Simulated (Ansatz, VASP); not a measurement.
SiC in VASP and in Ansatz

```
Si C
1.0
     0.00000    2.26615    2.26615
     2.26615    0.00000    2.26615
     2.17792    2.17792    0.08823
Si C
1 1
Direct
  0.00000 0.00000 0.00000
  0.75000 0.75000 0.75000
```

Alike in both runs: task single point; functional PBEsol; k mesh 12 × 12 × 12; occupations gaussian, width 0.05 eV; no spin polarisation.

|  | VASP | Ansatz |
| --- | --- | --- |
| version | VASP 6.6.1 | Ansatz 0.2.0 |
| potentials or method | VASP PAW PBE potentials, release 64 (Si, C), cutoff 520 eV | scalar-relativistic, plane waves, PAW |
| valence electrons in the cell | 8 | 8 |

```csv
,VASP,Ansatz,Ansatz less VASP
gap on the k mesh at the Fermi level (eV),1.06,1.08,+0.014
least direct gap on the mesh (eV),3.99,4.01,+0.014
pressure (GPa),-10.2,-10.5,-0.32
"traceless stress, the component that is largest in VASP (GPa)",9.84,9.76,-0.074
rms of the force components (eV/Å),0.331,0.326,-0.0049
```

VASP's potentials were made for PBE, not for PBEsol, and Ansatz warns of the same on its side. Atom by atom the forces differ by 0.005 eV/Å (rms over components).
